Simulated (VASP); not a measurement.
# La16HO24 (a cell with a defect) (H interstitial hop between voids): single point with PBE

La16HO24 (a cell with a defect) (H interstitial hop between voids):

```
La O H
1.0
     7.88115    0.00000    0.00000
    -3.94057    6.82527    0.00000
     0.00000    0.00000   12.37572
La O H
16 24 1
Cartesian
  2.0167 1.0907 4.6499
  0.1226 2.1798 1.2473
  2.0245 1.0806 10.7898
  0.0334 2.2313 7.7155
  0.0567 4.6317 4.7561
  -1.8968 5.6116 1.5574
  0.0362 4.5210 10.8119
  -1.9684 5.6320 7.7298
  5.8497 1.0147 4.7586
  4.0235 2.2156 1.5570
  5.9340 1.0868 10.8116
  3.9697 2.2680 7.7300
  3.9912 4.4961 4.6508
  1.9914 5.6495 1.5633
  3.9809 4.5033 10.8724
  2.0308 5.6321 7.7595
  1.9850 1.1071 2.2273
  -0.0422 2.2770 4.0319
  0.0310 -0.0227 -0.0100
  2.0078 1.0918 8.3862
  0.0407 2.2294 10.1745
  0.0186 -0.0123 6.1793
  0.0250 4.4127 2.2785
  -1.9195 5.6617 3.9865
  -1.9253 3.3708 -0.0180
  0.0305 4.5228 8.3675
  -1.9392 5.6437 10.1499
  -2.0019 3.3982 6.2077
  6.0260 1.1537 2.2722
  3.9691 2.2085 3.9787
  4.0246 -0.0750 0.0435
  5.9288 1.0911 8.3767
  3.9734 2.2372 10.1579
  3.9575 -0.0293 6.0746
  3.9845 4.5018 2.2319
  1.9925 5.6519 3.9829
  1.9839 3.3765 -0.0078
  3.9678 4.5109 8.4244
  2.0116 5.6424 10.1478
  1.9794 3.3604 6.1734
  -0.6984 2.6511 3.4123
```

```json
{
  "Program": "VASP 6.6.1",
  "Task": "single point",
  "Functional": "PBE",
  "Potentials or basis": "VASP PAW PBE potentials, release 64 (La, O, H)",
  "Cutoff": "520 eV",
  "k mesh": "1 × 1 × 1",
  "Occupations": "fermi-dirac, width 0.01 eV",
  "Spin": "no spin polarisation"
}
```

The largest force is 0.134 eV/Å.

Forces in eV/Å, atoms in the order of the input:
```
La  -0.024  0.009 -0.018
La   0.009  0.009 -0.009
La   0.008  0.000 -0.011
La   0.002  0.000  0.026
La   0.005 -0.001  0.000
La  -0.004  0.008  0.022
La  -0.004  0.006 -0.018
La   0.003 -0.002  0.007
La   0.000 -0.006 -0.011
La  -0.009  0.000  0.014
La  -0.004  0.005 -0.008
La   0.004 -0.011  0.015
La  -0.003  0.002 -0.002
La   0.008  0.001  0.014
La   0.003  0.010 -0.028
La  -0.003  0.001  0.001
O    0.008 -0.004 -0.008
O    0.090 -0.050  0.087
O   -0.001  0.003  0.000
O    0.000 -0.001 -0.013
O   -0.004 -0.001 -0.013
O    0.000 -0.006 -0.003
O    0.001 -0.010 -0.002
O   -0.003  0.004 -0.002
O    0.003 -0.007  0.000
O   -0.007  0.000 -0.003
O    0.001 -0.003  0.019
O   -0.002  0.005 -0.003
O    0.002 -0.004  0.002
O    0.004  0.006  0.008
O   -0.001 -0.002  0.000
O   -0.002  0.005 -0.015
O   -0.003 -0.009  0.008
O    0.006 -0.005 -0.001
O   -0.006  0.006 -0.026
O    0.002  0.001  0.007
O   -0.006 -0.013  0.006
O    0.000  0.007  0.005
O   -0.002 -0.003  0.019
O    0.001  0.007  0.004
H   -0.071  0.042 -0.075
```

Levels at points of the mesh, in eV from the Fermi level:
```tsv
k point	band 156	band 157	band 158	band 159	band 160	band 161	band 162	band 163	band 164	band 165
(0.00, 0.00, 0.00)	-0.56	-0.45	-0.35	-0.32	-0.32	3.41	3.48	3.50	3.92	3.94
```

Run time: 7.5 min on 1 thread of AMD EPYC 7R13 Processor (Zen 3) (shared host), peak memory 0.7 GiB.

Caveat: the k points lie up to 0.92 Å⁻¹ apart; the cell carries a net charge on a neutralising background, which shifts energy and pressure; the cell is charged against a uniform background, so pressure and absolute levels hang on convention; spin-orbit coupling is left out, which moves the levels of the heavy elements.
